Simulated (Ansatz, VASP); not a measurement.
## Al3Cu: VASP beside Ansatz

INCAR

```
PREC = Accurate
ENCUT = 520
EDIFF = 1E-7
ISMEAR = 0
SIGMA = 0.1
LREAL = F
LASPH = T
NELM = 80
ALGO = Fast
ISIF = 2
LWAVE = F
LCHARG = F
GGA = PS
NBANDS = 18
```

File KPOINTS:

```
Automatic mesh
0
Gamma
  16 16 6
```

The input POSCAR:

```
Al3Cu
1.0
    2.7784054294      0.0000000000      0.0000000000
    0.0000000000      2.7784054294      0.0000000000
    0.0000000000      0.0000000000      7.5134034100
Al Cu
3 1
Direct
    0.0000000000      0.0000000000      0.5000000000
    0.5000000000      0.5000000000      0.2261155100
    0.5000000000      0.5000000000      0.7738844900
    0.0000000000      0.0000000000      0.0000000000
```

Input for Ansatz:

```yaml
crystal:
  lattice:
    - [2.7784054294, 0.0, 0.0]
    - [0.0, 2.7784054294, 0.0]
    - [0.0, 0.0, 7.51340341]
  atoms:
    - { symbol: Al, position: [0.0, 0.0, 0.5] }
    - { symbol: Al, position: [0.5, 0.5, 0.22611551] }
    - { symbol: Al, position: [0.5, 0.5, 0.77388449] }
    - { symbol: Cu, position: [0.0, 0.0, 0.0] }
basis:
  ecutwfc: 420
kpoints:
  mp_grid: { grid: [16, 16, 6] }
hamiltonian:
  xc: pbesol
scf:
  occupations: { method: gaussian, width: 0.1 }
output:
  forces: true
  stress: true
  eigenvalues: true
  populations: true
```

Alike in both runs: task single point; functional PBEsol; k mesh 16 × 16 × 6; occupations gaussian, width 0.1 eV; no spin polarisation.

|  | VASP | Ansatz |
| --- | --- | --- |
| version | VASP 6.6.1 | Ansatz 0.2.0 |
| potentials or method | VASP PAW PBE potentials, release 64 (Al, Cu), cutoff 520 eV | scalar-relativistic, plane waves, PAW |
| valence electrons in the cell | 20 | 28 |

Ansatz gave:

| Property | Result |
| --- | --- |
| gap on the k mesh at the Fermi level (eV) | none |
| pressure (GPa) | 0.9 |
| traceless stress, the component that is largest in VASP (GPa) | 0.58 |
| rms of the force components (eV/Å) | 0.091 |

Problem. Estimate VASP's values.

Solution. gap on the k mesh at the Fermi level (eV): none; pressure (GPa): 1.2; traceless stress, the component that is largest in VASP (GPa): 0.56; rms of the force components (eV/Å): 0.082.

VASP's potentials were made for PBE, not for PBEsol. Atom by atom the forces differ by 0.009 eV/Å (rms over components). A gap of «none» marks a metal or a gap that the smearing closes. VASP's potentials hold 20 valence electrons a cell and Ansatz's 28, so a difference there can come from the potentials and not from the codes.
